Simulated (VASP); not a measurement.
A run of VASP 6.6.1:

The input INCAR:

```
PREC = Accurate
ENCUT = 520
EDIFF = 1E-6
ISMEAR = 0
SIGMA = 0.15
LREAL = False
LASPH = True
NELM = 60
ALGO = Fast
ISIF = 2
LWAVE = False
LCHARG = False
GGA = PS
NBANDS = 9
```

File KPOINTS:

```
regular mesh
0
Gamma
  18 18 10
```

Contents of POSCAR:

```
Mg
1.0
    3.2092715325      0.0000000000      0.0000000000
   -1.6046357662      2.7793106748      0.0000000000
    0.0000000000      0.0000000000      5.2103300000
Mg
2
Direct
    0.2812021070      0.6285039603      0.2500000000
    0.6666666667      0.3333333333      0.7500000000
```

Potentials or basis: VASP PAW PBE potentials, release 64 (Mg).

The run is started by

```console
$ cat potpaw_PBE.64/Mg/POTCAR > POTCAR
$ mpirun -np 1 vasp_std > vasp.out
```

Hardware: 1 thread of Intel(R) Xeon(R) Platinum 8259CL CPU @ 2.50GHz (Skylake/Cascade Lake) (shared host).

Problem. How long does it take, and how much memory?

Solution. Run time: 2.3 min on 1 thread of Intel(R) Xeon(R) Platinum 8259CL CPU @ 2.50GHz (Skylake/Cascade Lake), on a shared host, peak memory 0.48 GiB. Counts: scf iterations 9, k points 984.
